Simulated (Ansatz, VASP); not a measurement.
# Sc: VASP beside Ansatz

The input INCAR:

```
SYSTEM = Sc
PREC = Accurate ; ENCUT = 520
EDIFF = 1E-6 ; ISMEAR = -1
SIGMA = 0.1 ; LREAL = .False.
LASPH = .True. ; NELM = 100
ALGO = Normal ; ISIF = 2
LWAVE = .False. ; LCHARG = .False.
GGA = RP ; NBANDS = 30
```

File KPOINTS:

```
regular mesh
0
Gamma
  12 12 4
  0 0 0
```

POSCAR

```
Sc
1.0
    3.3823482320      0.0000000000      0.0000000000
   -1.6911741160      2.9291994933      0.0000000000
    0.0000000000      0.0000000000     10.8081850924
Sc
4
Direct
    1.0000000000      1.0000000000      0.0000000000
    1.0000000000      1.0000000000      0.5000000000
    0.3333333333      0.6666666667      0.2500000000
    0.6666666667      0.3333333333      0.7500000000
```

Input for Ansatz:

```yaml
crystal:
  lattice:
    - [3.382348232, 0.0, 0.0]
    - [-1.691174116, 2.9291994933, 0.0]
    - [0.0, 0.0, 10.8081850924]
  atoms:
    - { symbol: Sc, position: [1.0, 1.0, 0.0] }
    - { symbol: Sc, position: [1.0, 1.0, 0.5] }
    - { symbol: Sc, position: [0.3333333333, 0.6666666667, 0.25] }
    - { symbol: Sc, position: [0.6666666667, 0.3333333333, 0.75] }
hamiltonian:
  xc: rpbe
  pseudopotentials:
    kind: paw
    azcp:
      Sc: "pseudopotentials/Sc.paw.azcp"
basis:
  ecutwfc: 420
  fft_grid_basis: typed
kpoints:
  mp_grid: { grid: [12, 12, 4], shift: [0, 0, 0] }
magnetization:
  spin_polarized: false
scf:
  occupations: { method: fermi_dirac, width: 0.1 }
  lower_state_search: "off"
output:
  stress: true
  write_density: true
  write_potential: true
  elf: true
  volumetric_format: npy
```

Alike in both runs: task single point; functional RPBE; k mesh 12 × 12 × 4; occupations fermi-dirac, width 0.1 eV; no spin polarisation.

|  | VASP | Ansatz |
| --- | --- | --- |
| version | VASP 6.6.1 | Ansatz 0.2.0 |
| potentials or method | VASP PAW PBE potentials, release 64 (Sc_sv), cutoff 520 eV | plane waves (420 eV) with PAW, scalar-relativistic |
| valence electrons in the cell | 44 | 44 |

|  | VASP | Ansatz | Ansatz less VASP |
| --- | --- | --- | --- |
| pressure (GPa) | -1.8 | -1.8 | -0.02 |

VASP's potentials were made for PBE, not for RPBE. With one functional, cell and mesh, what is left measures potentials, basis and numerics.
